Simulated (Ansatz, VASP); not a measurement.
## Na in VASP and in Ansatz

```xyz
1
Lattice="-1.7840 1.7840 1.7840 1.7840 -1.7840 1.7840 1.7840 1.7840 -1.7840" Properties=species:S:1:pos:R:3 pbc="T T T"
Na    0.0000    0.0000    0.0000
```

Change from the starting cell: volume scaled by 0.68, LAPW.

Alike in both runs: task single point; functional LDA; k mesh 13 × 13 × 13; occupations fermi-dirac, width 0.05 eV; no spin polarisation.

```csv
,VASP,Ansatz
version,VASP 6.6.1,Ansatz 0.2.0
potentials or method,"VASP PAW LDA potentials, release 64 (Na_pv), cutoff 520 eV","all-electron LAPW, scalar-relativistic"
```

|  | VASP | Ansatz | Ansatz less VASP |
| --- | --- | --- | --- |
| pressure (GPa) | 7.1 | 7.2 | +0.08 |

LDA's correlation is that of Perdew and Zunger in VASP and of Perdew and Wang (1992) in Ansatz. Ansatz ran all-electron here, and VASP with PAW potentials.
